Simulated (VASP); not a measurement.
# CdF2: single point with PBEsol

The system is CdF2.

```
Cd F
1.0
     2.66166    2.66166    0.00000
    -2.66166    2.66166    0.00000
     0.00000    2.66166    2.66166
Cd F
1 2
Direct
  0.00000 0.00000 0.00000
  0.25000 0.75000 0.50000
  0.75000 0.25000 0.50000
```

```json
{
  "Program": "VASP 6.6.1",
  "Task": "single point",
  "Functional": "PBEsol",
  "Potentials or basis": "VASP PAW PBE potentials, release 64 (Cd, F)",
  "Cutoff": "520 eV",
  "k mesh": "8 × 8 × 8",
  "Occupations": "gaussian, width 0.01 eV",
  "Spin": "no spin polarisation"
}
```

```json
{"Pressure": "5.0 GPa", "Band gap on the k mesh": "3.03 eV (least direct gap 3.47 eV)"}
```

Levels at points of the mesh, in eV from the valence-band top:
```tsv
k point	band 11	band 12	band 13	band 14	band 15	band 16
(0.00, 0.00, 0.00)	-0.44	-0.44	-0.44	3.03	12.66	12.66
(0.50, 0.00, 0.00)	-2.02	-0.36	-0.36	7.33	9.08	14.63
(0.50, 0.50, 0.00)	-0.58	-0.10	-0.10	8.17	9.66	11.75
```

Run time: 54 s on 1 thread of AMD EPYC 7R13, on a shared host, peak memory 0.14 GiB.

Caveat: the cell stands under pressure; the PAW data sets were made with another functional, which shifts forces and pressure a little. A k mesh can miss the band edges.
